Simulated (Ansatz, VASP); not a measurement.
One calculation of AlGa5N6, two programs

```xyz
12
Lattice="3.4224 0.0000 0.0000 0.0000 3.4224 0.0000 0.0000 0.0000 14.5202" Properties=species:S:1:pos:R:3 pbc="T T T"
Al    0.0000    0.0000    0.0000
Ga    0.0000    0.0000    9.6801
Ga    1.7112    1.7112    7.2601
Ga    0.0000    0.0000    4.8401
Ga    1.7112    1.7112    2.4200
Ga    1.7112    1.7112   12.1001
N     0.0000    0.0000    7.2601
N     1.7112    1.7112    4.8401
N     0.0000    0.0000    2.4200
N     1.7112    1.7112    0.0000
N     0.0000    0.0000   12.1001
N     1.7112    1.7112    9.6801
```

Alike in both runs: task single point; functional PBE; k mesh 6 × 6 × 2; occupations gaussian, width 0.1 eV; collinear spin.

|  | VASP | Ansatz |
| --- | --- | --- |
| version | VASP 6.6.1 | Ansatz 0.2.0 |
| potentials or method | VASP PAW PBE potentials, release 64 (Al, Ga_d, N), cutoff 520 eV | scalar-relativistic, plane waves, PAW |
| valence electrons in the cell | 98 | 98 |

Ansatz gave:

- gap on the k mesh at the Fermi level (eV): none
- rms of the force components (eV/Å): 0.097
- net moment per atom (μB): 0.00

Q: What did VASP give for the same quantities?

A: gap on the k mesh at the Fermi level (eV): none; rms of the force components (eV/Å): 0.098; net moment per atom (μB): 0.00.

Atom by atom the forces differ by 0.002 eV/Å (rms over components). A gap of «none» marks a metal or a gap that the smearing closes. Ansatz's warnings: seeded moment not kept.
